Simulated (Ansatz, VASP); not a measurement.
This is a calculation of V for Ansatz 0.2.0.

The input input.yaml:

```yaml
crystal:
  lattice:
    - [-1.51435, 1.51435, 1.51435]
    - [1.51435, -1.51435, 1.51435]
    - [1.51435, 1.51435, -1.51435]
  atoms:
    - { symbol: V, position: [0.0, 0.0, 0.0], spin: 2.0 }
kpoints:
  mp_grid: { grid: [12, 12, 12] }
scf:
  occupations: { method: gaussian, width: 0.028 }
hamiltonian:
  xc: pbe
  pseudopotentials: { kind: all_electron, lapw: { basis_error: 0.001 } }
magnetization:
  spin_polarized: true
output:
  forces: true
  stress: true
  eigenvalues: true
```

Potentials or basis: all-electron LAPW, scalar-relativistic.

Launch:

```sh
$ ansatz run input.yaml --threads 2 --pin off --max-ram 6144MiB --backend cpu --events-out ev --progress --plain --runs-dir out
```

Task: Translate it to VASP 6.6.1. Potentials there: VASP PAW PBE potentials, release 64 (V_sv).

Result: As run (the cutoff follows the program's own potentials):

File INCAR:

```
SYSTEM = V
PREC = Accurate ; ENCUT = 520
EDIFF = 1E-7 ; ISMEAR = 0
SIGMA = 0.028000000000000004 ; LREAL = .FALSE.
LASPH = .TRUE. ; NELM = 150
ALGO = Normal ; ISIF = 2
LWAVE = .FALSE. ; LCHARG = .FALSE.
ISPIN = 2 ; MAGMOM = 2
LORBIT = 11 ; LMAXMIX = 4
GGA = PE ; NBANDS = 16
```

KPOINTS

```
regular mesh
0
G
  12 12 12
  0 0 0
```

The input POSCAR:

```
V
1.0
   -1.5143500000      1.5143500000      1.5143500000
    1.5143500000     -1.5143500000      1.5143500000
    1.5143500000      1.5143500000     -1.5143500000
V
1
Direct
    0.0000000000      0.0000000000      0.0000000000
```

Potentials or basis: VASP PAW PBE potentials, release 64 (V_sv).

The run is started by

```bash
$ cat potpaw_PBE.64/V_sv/POTCAR > POTCAR
$ mpirun -np 1 vasp_std > vasp.out
```

Both were run:

|  | VASP | Ansatz | Ansatz less VASP |
| --- | --- | --- | --- |
| gap on the k mesh at the Fermi level (eV) | none | none | - |
| pressure (GPa) | -5.1 | -5.3 | -0.24 |
| net moment per atom (μB) | 0.13 | 0.12 | -0.004 |
| size of the moment on the site where the two differ most (μB) | 0.11 | 0.11 | +0.001 |

Site moments also hang on the region over which each program counts them. A gap of «none» marks a metal or a gap that the smearing closes. Ansatz ran all-electron here, and VASP with PAW potentials.
